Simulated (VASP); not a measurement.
Write the native input for VASP 6.6.1 that does the following.

- Task: single point
- Functional: PBE
- Potentials or basis: VASP PAW PBE potentials, release 64 (Cs_sv, Sn_d, I)
- Cutoff: 520 eV
- k mesh: 6 × 6 × 6
- Occupations: gaussian, width 0.03 eV
- Spin: no spin polarisation
- Dipole correction: no
- Further INCAR settings: ALGO = Normal; EDIFF = 1e-07; NBANDS = 30

The structure of CsSnI3 lies in POSCAR:

```
CsSnI3
1.0
    6.0195290000      0.0000000000      0.0000000000
    0.0000000000      6.0195290000      0.0000000000
    0.0000000000      0.0000000000      6.2987855000
Cs Sn I
1 1 3
Direct
    0.0000000000      0.0000000000      0.0000000000
    0.5000000000      0.5000000000      0.5000000000
    0.0000000000      0.5000000000      0.5000000000
    0.5000000000      0.0000000000      0.5000000000
    0.5000000000      0.5000000000      0.0000000000
```

This cell differs from its parent crystal: strain -0.030 along x and y, +0.015 along z.

The input as run:

INCAR

```
PREC = Accurate ; ENCUT = 520
EDIFF = 1E-7 ; ISMEAR = 0
SIGMA = 0.03 ; LREAL = F
LASPH = T ; NELM = 80
ALGO = Normal ; ISIF = 2
LWAVE = F ; LCHARG = T
GGA = PE ; LELF = T
LVHAR = T ; NBANDS = 30
```

KPOINTS

```
regular mesh
0
Gamma
  6 6 6
```

Potentials or basis: VASP PAW PBE potentials, release 64 (Cs_sv, Sn_d, I).

The run is started by

```console
$ cat potpaw_PBE.64/Cs_sv/POTCAR potpaw_PBE.64/Sn_d/POTCAR potpaw_PBE.64/I/POTCAR > POTCAR
$ mpirun -np 1 vasp_std > vasp.out
```

It gave:

The pressure is 1.6 GPa and the band gap on the k mesh is 0.14 eV.

Caveat: the cell differs from its parent crystal (strain -0.030 along x and y, +0.015 along z); spin-orbit coupling is left out, which moves the levels of the heavy elements.

It took 2.1 min on 1 thread of Intel(R) Xeon(R) 6975P-C (Granite Rapids), with other jobs on the host, peak memory 0.49 GiB.
